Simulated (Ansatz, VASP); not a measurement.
## Two plane-wave programs on Te

```
CELL_PARAMETERS angstrom
10.50000 0.00000 0.00000
0.00000 11.00000 0.00000
0.00000 0.00000 11.50000
ATOMIC_POSITIONS crystal
Te 0.50000 0.50455 0.50000
```

Alike in both runs: task single point; functional PBE; dispersion D4; k mesh 1 × 1 × 1; occupations gaussian, width 0.005 eV; collinear spin.

|  | VASP | Ansatz |
| --- | --- | --- |
| version | VASP 6.6.1 | Ansatz 0.2.0 |
| potentials or method | VASP PAW PBE potentials, release 64 (Te) | scalar-relativistic, plane waves, PAW |
| plane-wave cutoff (eV) | 400 | 420 |
| valence electrons in the cell | 6 | 16 |

Ansatz gave:

- net moment per atom (μB): 2.00
- size of the moment on the site where the two differ most (μB): 2.00

Estimate VASP's values.

net moment per atom (μB): 2.00; size of the moment on the site where the two differ most (μB): 0.95.

Site moments also hang on the region over which each program counts them. VASP's potentials hold 6 valence electrons a cell and Ansatz's 16, so a difference there can come from the potentials and not from the codes. Ansatz's warnings: stability check not made.

Neither program's run includes spin-orbit coupling.
